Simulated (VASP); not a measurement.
# InPd (Pm-3m) in VASP: a series of runs

InPd is run at these levels: LDA; tasks: single point.

All numbers are computed with VASP 6.6.1; they aren't measurements. Logs are shortened: lines on timing, memory, paths and dates and some standing lists are left out, and cuts for length are marked.

## 1. The cell of the first run

Symmetry: Pm-3m, No. 221, cubic system. Conventional cell: a = 3.272 Å, b = 3.272 Å, c = 3.272 Å, α = 90.00°, β = 90.00°, γ = 90.00°. Within 3.7 Å of In (site symmetry m-3m) lie 8 Pd at 2.83 Å and 6 In at 3.27 Å. Pd (site symmetry m-3m) has 8 In at 2.83 Å and 6 Pd at 3.27 Å within 3.7 Å.

## 2. Single point, LDA

File INCAR:

```
SYSTEM = InPd
  ALGO = Normal
  EDIFF = 1E-6
  ENCUT = 520
  ISIF = 2
  ISMEAR = -1
  LASPH = .True.
  LCHARG = .True.
  LELF = .True.
  LREAL = .False.
  LVHAR = .True.
  LWAVE = .False.
  NBANDS = 18
  NELM = 100
  PREC = Accurate
  SIGMA = 0.15
```

File KPOINTS:

```
k-points
0
Gamma
  9 9 9
  0 0 0
```

File POSCAR:

```
InPd
1.0
    3.2718850000      0.0000000000      0.0000000000
    0.0000000000      3.2718850000      0.0000000000
    0.0000000000      0.0000000000      3.2718850000
In Pd
1 1
Direct
    0.0000000000      0.0000000000      0.0000000000
    0.5000000000      0.5000000000      0.5000000000
```

Potentials or basis: VASP PAW LDA potentials, release 64 (In_d, Pd).

Command:

```sh
cat potpaw_LDA.64/In_d/POTCAR potpaw_LDA.64/Pd/POTCAR > POTCAR
mpirun -np 1 vasp_std > vasp.out
```

OUTCAR:

```text
SYSTEM = InPd
   EDIFF = 1E-6
   ENCUT = 520
   ISIF = 2
   ISMEAR = -1
   LASPH = .True.
   LREAL = .False.
   NELM = 100
   PREC = Accurate

 ion  position               nearest neighbor table
   1  0.000  0.000  0.000-   2 2.83   2 2.83   2 2.83   2 2.83   2 2.83   2 2.83   2 2.83   2 2.83

   2  0.500  0.500  0.500-   1 2.83   1 2.83   1 2.83   1 2.83   1 2.83   1 2.83   1 2.83   1 2.83

  LATTYP: Found a simple cubic cell.
 ALAT       =     3.2718850000

  Lattice vectors:

 A1 = (   3.2718850000,   0.0000000000,   0.0000000000)
 A2 = (   0.0000000000,   3.2718850000,   0.0000000000)
 A3 = (   0.0000000000,   0.0000000000,   3.2718850000)

Analysis of symmetry for initial positions (statically):
=====================================================================
 Subroutine PRICEL returns:
 Original cell was already a primitive cell.

 Routine SETGRP: Setting up the symmetry group for a
 simple cubic supercell.

 Subroutine GETGRP returns: Found 48 space group operations
 (whereof 48 operations were pure point group operations)
 out of a pool of 48 trial point group operations.

The static configuration has the point symmetry O_h .

Analysis of symmetry for dynamics (positions and initial velocities):
=====================================================================
 Subroutine PRICEL returns:
 Original cell was already a primitive cell.

 Routine SETGRP: Setting up the symmetry group for a
 simple cubic supercell.

 Subroutine GETGRP returns: Found 48 space group operations
 (whereof 48 operations were pure point group operations)
 out of a pool of 48 trial point group operations.

The dynamic configuration has the point symmetry O_h .

 Subroutine INISYM returns: Found 48 space group operations
 (whereof 48 operations are pure point group operations),
 and found     1 'primitive' translations

----------------------------------------------------------------------------------------

                                     Primitive cell

  volume of cell :      35.0263

  direct lattice vectors                    reciprocal lattice vectors
     3.271885000  0.000000000  0.000000000     0.305634214  0.000000000  0.000000000
     0.000000000  3.271885000  0.000000000     0.000000000  0.305634214  0.000000000
     0.000000000  0.000000000  3.271885000     0.000000000  0.000000000  0.305634214

  length of vectors
     3.271885000  3.271885000  3.271885000     0.305634214  0.305634214  0.305634214

  position of ions in fractional coordinates (direct lattice)
     0.000000000  0.000000000  0.000000000
     0.500000000  0.500000000  0.500000000

  ion indices of the primitive-cell ions
   primitive index   ion index
                 1           1
                 2           2

----------------------------------------------------------------------------------------

 KPOINTS: k-points

Automatic generation of k-mesh.
 Grid dimensions read from file:
 generate k-points for:    9    9    9

 Generating k-lattice:

  Cartesian coordinates                     Fractional coordinates (reciprocal lattice)
     0.033959357  0.000000000  0.000000000     0.111111111  0.000000000  0.000000000
     0.000000000  0.033959357  0.000000000     0.000000000  0.111111111  0.000000000
     0.000000000  0.000000000  0.033959357     0.000000000  0.000000000  0.111111111

  Length of vectors
     0.033959357  0.033959357  0.033959357

  Shift w.r.t. Gamma in fractional coordinates (k-lattice)
     0.000000000  0.000000000  0.000000000

 Subroutine IBZKPT returns following result:
 ===========================================

 Found     35 irreducible k-points:

 Following reciprocal coordinates:
            Coordinates               Weight
  0.000000  0.000000  0.000000      1.000000
  0.111111  0.000000  0.000000      6.000000
  0.222222  0.000000  0.000000      6.000000
  0.333333  0.000000  0.000000      6.000000
  0.444444  0.000000  0.000000      6.000000
  0.111111  0.111111  0.000000     12.000000
[... 16 lines left out ...]
  0.333333  0.333333  0.111111     24.000000
  0.444444  0.333333  0.111111     48.000000
 [... further k-points ...]
   k-points           NKPTS =     35   k-points in BZ     NKDIM =     35   number of bands    NBANDS=     18
   number of dos      NEDOS =    301   number of ions     NIONS =      2
   total plane-waves  NPLWV =  13824
   dimension x,y,z NGX =    24 NGY =   24 NGZ =   24
   dimension x,y,z NGXF=    48 NGYF=   48 NGZF=   48
   ions per type =               1   1
   NGX,Y,Z   is equivalent  to a cutoff of  12.19, 12.19, 12.19 a.u.
   NGXF,Y,Z  is equivalent  to a cutoff of  24.39, 24.39, 24.39 a.u.
 SYSTEM =  InPd
   PREC   = accura    normal or accurate (medium, high low for compatibility)
   ISTART =      0    job   : 0-new  1-cont  2-samecut
   ICHARG =      2    charge: 1-file 2-atom 10-const
   ISPIN  =      1    spin polarized calculation?
   LNONCOLLINEAR =      F non collinear calculations
   LSORBIT =      F    spin-orbit coupling
   LASPH  =      T    aspherical Exc in radial PAW
   ENCUT  =  520.0 eV  38.22 Ry    6.18 a.u.   6.08  6.08  6.08*2*pi/ulx,y,z
   NELM   =    100;   NELMIN=  2; NELMDL= -5     # of ELM steps
   EDIFF  = 0.1E-05   stopping-criterion for ELM
   LREAL  =      F    real-space projection
   EDIFFG = 0.1E-04   stopping-criterion for IOM
   NSW    =      0    number of steps for IOM
   IBRION =     -1    ionic relax: 0-MD 1-quasi-New 2-CG
   NFREE  =      0    steps in history (QN), initial steepest desc. (CG)
   ISIF   =      2    stress and relaxation
   ISYM   =      2    0-nonsym 1-usesym 2-fastsym
   POTIM  = 0.5000    time-step for ionic-motion
   TEBEG  =    0.0;   TEEND  =   0.0 temperature during run
   PSTRESS=    0.0 pullay stress
   NELECT =      23.0000    total number of electrons
   NUPDOWN=      -1.0000    fix difference up-down
   EMIN   =  10.00;   EMAX   =-10.00  energy-range for DOS
   EFERMI =   0.00;   METHOD = LEGACY
   ISMEAR =    -1;   SIGMA  =   0.15  broadening in eV -4-tet -1-fermi 0-gaus
   EFERMI_NEDOS =   21; number of points for ismear=-14 and -15
   IALGO  =     38    algorithm
   IMIX   =      4    mixing-type and parameters
     AMIX     =   0.40;   BMIX     =  1.00
     AMIX_MAG =   1.60;   BMIX_MAG =  1.00
  volume/ion in A,a.u.               =      17.51       118.18
  Fermi-wavevector in a.u.,A,eV,Ry     =   1.422938  2.688964 27.548444  2.024753
  Thomas-Fermi vector in A             =   2.543589
   LORBIT       =      0    0 simple, 1 ext, 2 COOP (PROOUT), +10 PAW based schemes
   GGA     = CA    functional components
   LHFCALC =     F    Hartree Fock is set to
   AEXX    =    0.0000 exact exchange contribution
   IVDW    =     0    specifies the selected vdW correction
   LEPSILON=     F    determine dielectric tensor
   LRPA    =     F    only Hartree local field effects (RPA)
 non-spin polarized calculation
  energy-cutoff  :      520.00
  volume of cell :       35.03
 maximum number of plane-waves:       956
   NGX = 13   NGY = 13   NGZ = 13

 number of electron      22.9999997 magnetization

 Free energy of the ion-electron system (eV)
  ---------------------------------------------------
  ext. energy  EPLUGINS =         0.00000000
  ---------------------------------------------------
  free energy    TOTEN  =       -10.78728522 eV

  energy without entropy =      -10.72627489  energy(sigma->0) =      -10.75678005

 E-fermi :  10.2611     XC(G=0): -12.5383

 val. band max:       10.2200572588   @ k =   0.4444   0.4444   0.4444
 cond. band min:      10.3666868499   @ k =   0.4444   0.4444   0.3333
 fundamental gap:      0.1466295911
 Fermi energy:        10.2611204272

 k-point     1 :       0.0000    0.0000    0.0000
  band No.  band energies     occupation
      1      -4.6298      2.00000
      2      -4.6298      2.00000
      3      -4.2171      2.00000
      4      -4.2171      2.00000
      5      -4.2171      2.00000
      6       0.1191      2.00000
[... 10 lines left out ...]
     17      20.9292      0.00000
     18      26.2638      0.00000

 k-point     2 :       0.1111    0.0000    0.0000
  band No.  band energies     occupation
      1      -4.6228      2.00000
      2      -4.5879      2.00000
      3      -4.2299      2.00000
      4      -4.2299      2.00000
      5      -4.2132      2.00000
      6       0.3152      2.00000
[... 10 lines left out ...]
     17      22.0286      0.00000
     18      25.8432      0.00000

 k-point     3 :       0.2222    0.0000    0.0000
  band No.  band energies     occupation
      1      -4.6052      2.00000
      2      -4.4824      2.00000
      3      -4.2620      2.00000
      4      -4.2620      2.00000
      5      -4.2034      2.00000
      6       0.9003      2.00000
[... 10 lines left out ...]
     17      24.9865      0.00000
     18      25.0915      0.00000

 k-point     4 :       0.3333    0.0000    0.0000
  band No.  band energies     occupation
      1      -4.5851      2.00000
      2      -4.3632      2.00000
      3      -4.2981      2.00000
      4      -4.2981      2.00000
      5      -4.1921      2.00000
      6       1.8570      2.00000
[... 10 lines left out ...]
     17      23.6439      0.00000
     18      23.6461      0.00000

 k-point     5 :       0.4444    0.0000    0.0000
  band No.  band energies     occupation
      1      -4.5719      2.00000
      2      -4.3216      2.00000
      3      -4.3216      2.00000
      4      -4.2860      2.00000
      5      -4.1848      2.00000
      6       3.1114      2.00000
[... 10 lines left out ...]
     17      21.5449      0.00000
     18      21.5449      0.00000

 k-point     6 :       0.1111    0.1111    0.0000
  band No.  band energies     occupation
      1      -4.5995      2.00000
      2      -4.5628      2.00000
      3      -4.2451      2.00000
      4      -4.2336      2.00000
      5      -4.2203      2.00000
      6       0.5097      2.00000
[... 10 lines left out ...]
     17      22.0626      0.00000
     18      25.0585      0.00000

 k-point     7 :       0.2222    0.1111    0.0000
  band No.  band energies     occupation
      1      -4.5770      2.00000
      2      -4.4627      2.00000
      3      -4.2832      2.00000
      4      -4.2638      2.00000
      5      -4.2172      2.00000
      6       1.0876      2.00000
[... 10 lines left out ...]
     17      23.3601      0.00000
     18      25.0547      0.00000

 k-point     8 :       0.3333    0.1111    0.0000
  band No.  band energies     occupation
      1      -4.5576      2.00000
      2      -4.3436      2.00000
      3      -4.3256      2.00000
      4      -4.3012      2.00000
      5      -4.2103      2.00000
      6       2.0250      2.00000
[... 10 lines left out ...]
     17      22.3193      0.00000
     18      23.7502      0.00000
[... 229 lines left out ...]
     17      22.9303      0.00000
     18      23.0666      0.00000

 k-point    20 :       0.2222    0.2222    0.1111
  band No.  band energies     occupation
      1      -4.4876      2.00000
      2      -4.3835      2.00000
      3      -4.3341      2.00000
      4      -4.2900      2.00000
      5      -4.2701      2.00000
      6       1.8027      2.00000
[... 10 lines left out ...]
     17      23.1388      0.00000
     18      23.5302      0.00000

 k-point    21 :       0.3333    0.2222    0.1111
  band No.  band energies     occupation
      1      -4.4632      2.00000
      2      -4.3931      2.00000
      3      -4.3286      2.00000
      4      -4.2779      2.00000
      5      -4.2689      2.00000
      6       2.6367      2.00000
[... 10 lines left out ...]
     17      22.6687      0.00000
     18      23.8261      0.00000

 k-point    22 :       0.4444    0.2222    0.1111
  band No.  band energies     occupation
      1      -4.4517      2.00000
      2      -4.4317      2.00000
      3      -4.3563      2.00000
      4      -4.2770      2.00000
      5      -4.1920      2.00000
      6       3.5750      2.00000
[... 10 lines left out ...]
     17      22.6104      0.00000
     18      24.3780      0.00000

 k-point    23 :       0.3333    0.3333    0.1111
  band No.  band energies     occupation
      1      -4.4646      2.00000
      2      -4.4230      2.00000
      3      -4.3397      2.00000
      4      -4.3227      2.00000
      5      -4.1722      2.00000
      6       3.2874      2.00000
[... 10 lines left out ...]
     17      21.7609      0.00000
     18      23.1173      0.00000

 k-point    24 :       0.4444    0.3333    0.1111
  band No.  band energies     occupation
      1      -4.5092      2.00000
      2      -4.4085      2.00000
      3      -4.3653      2.00000
      4      -4.3336      2.00000
      5      -4.0981      2.00000
      6       3.8728      2.00000
[... 10 lines left out ...]
     17      21.7317      0.00000
     18      23.5388      0.00000

 [... further k-points ...]
[... 5 lines left out ...]
  --------------------------------------------------------------------------------------
  -------------------------------------------------------------------------------------
  Total       -1.3611128     -1.3611128     -1.3611128      0.0000000     -0.0000000      0.0000000
  in kB      -62.2602158    -62.2602158    -62.2602158      0.0000000     -0.0000000      0.0000000
  external PRESSURE =     -62.2602158 kB  Pullay stress =       0.0000000 kB

 VOLUME and BASIS-vectors are now :
 -----------------------------------------------------------------------------
  energy-cutoff  :      520.00
  volume of cell :       35.03
      direct lattice vectors                 reciprocal lattice vectors
     3.271885000  0.000000000  0.000000000     0.305634214  0.000000000  0.000000000
     0.000000000  3.271885000  0.000000000     0.000000000  0.305634214  0.000000000
     0.000000000  0.000000000  3.271885000     0.000000000  0.000000000  0.305634214

 POSITION                                       TOTAL-FORCE (eV/Angst)
 -----------------------------------------------------------------------------------
      0.00000      0.00000      0.00000         0.000000      0.000000      0.000000
      1.63594      1.63594      1.63594         0.000000      0.000000      0.000000
 -----------------------------------------------------------------------------------
    total drift:                                0.000000      0.000000     -0.000000

  FREE ENERGIE OF THE ION-ELECTRON SYSTEM (eV)
  ---------------------------------------------------
  free  energy   TOTEN  =       -10.7872852154 eV

  energy  without entropy=      -10.7262748883  energy(sigma->0) =      -10.75678005
```

Run time: 7.5 s. Hardware: 1 thread of Intel Xeon Platinum 8488C (Sapphire Rapids), shared host; peak memory 0.14 GiB.

Results:

| Property | Result |
| --- | --- |
| Free energy | -10.7873 eV |
| Pressure | -6.2 GPa |

Caveat: spin-orbit coupling is left out, which moves the levels of the heavy elements.

(Part 1 of 2 ends here.)
